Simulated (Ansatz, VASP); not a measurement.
**F in VASP and in Ansatz**

```
F
1.0
    -1.13746    1.13746    1.13746
     1.13746   -1.13746    1.13746
     1.13746    1.13746   -1.13746
F
1
Direct
  0.00000 0.00000 0.00000
```

Change from the starting cell: volume scaled by 0.58, LAPW.

Alike in both runs: task single point; functional PBE; k mesh 18 × 18 × 18; occupations fermi-dirac, width 0.08 eV; no spin polarisation.

|  | VASP | Ansatz |
| --- | --- | --- |
| version | VASP 6.6.1 | Ansatz 0.2.0 |
| potentials or method | VASP PAW PBE potentials, release 64 (F), cutoff 520 eV | all-electron LAPW, scalar-relativistic |

```tsv
	VASP	Ansatz	Ansatz less VASP
pressure (GPa)	117.8	118.7	+0.86
```

Both programs put the cell under a high pressure, so it lies far from rest at this level. Ansatz ran all-electron here, and VASP with PAW potentials.

Noted on VASP's run: the cell as given lies far from equilibrium.
